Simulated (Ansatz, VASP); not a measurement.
This is a calculation of SnTe for VASP 6.6.1.

File INCAR:

```
  PREC = Accurate
  ENCUT = 520
  EDIFF = 1E-6
  ISMEAR = -1
  SIGMA = 0.05
  LREAL = False
  LASPH = True
  NELM = 80
  ALGO = Normal
  ISIF = 2
  LWAVE = False
  LCHARG = False
  GGA = PS
  NBANDS = 17
```

File KPOINTS:

```
Automatic mesh
0
Gamma
  7 7 7
```

The input POSCAR:

```
SnTe
1.0
    3.8784931701      0.0000000000      0.0000000000
    0.0000000000      3.8784931701      0.0000000000
    0.0000000000      0.0000000000      3.8784931701
Te Sn
1 1
Direct
    0.5000000000      0.5000000000      0.5000000000
    0.0000000000      0.0000000000      0.0000000000
```

Potentials or basis: VASP PAW PBE potentials, release 64 (Te, Sn_d).

Run with:

```console
$ cat potpaw_PBE.64/Te/POTCAR potpaw_PBE.64/Sn_d/POTCAR > POTCAR
$ mpirun -np 1 vasp_std > vasp.out
```

Problem. Translate it to Ansatz 0.2.0. Potentials there: all-electron LAPW, scalar-relativistic.

Solution. As run (the cutoff follows the program's own potentials):

File input.yaml:

```yaml
crystal:
  lattice:
    - [3.8784931701, 0.0, 0.0]
    - [0.0, 3.8784931701, 0.0]
    - [0.0, 0.0, 3.8784931701]
  atoms:
    - { symbol: Te, position: [0.5, 0.5, 0.5] }
    - { symbol: Sn, position: [0.0, 0.0, 0.0] }
kpoints:
  mp_grid: { grid: [7, 7, 7] }
scf:
  occupations: { method: fermi_dirac, width: 0.05 }
hamiltonian:
  xc: pbesol
  pseudopotentials: { kind: all_electron, lapw: { basis_error: 0.001 } }
output:
  forces: true
  stress: true
  eigenvalues: true
```

Potentials or basis: all-electron LAPW, scalar-relativistic.

Command:

```sh
$ ansatz run input.yaml --threads 1 --pin off --max-ram 3072MiB --backend cpu --events-out ev --progress --plain --runs-dir out
```

Both were run:

|  | VASP | Ansatz | Ansatz less VASP |
| --- | --- | --- | --- |
| gap on the k mesh at the Fermi level (eV) | none | none | - |
| pressure (GPa) | -3.2 | -3.2 | +0.03 |

VASP's potentials were made for PBE, not for PBEsol. A gap of «none» marks a metal or a gap that the smearing closes. Ansatz ran all-electron here, and VASP with PAW potentials.

Spin-orbit coupling is off throughout.
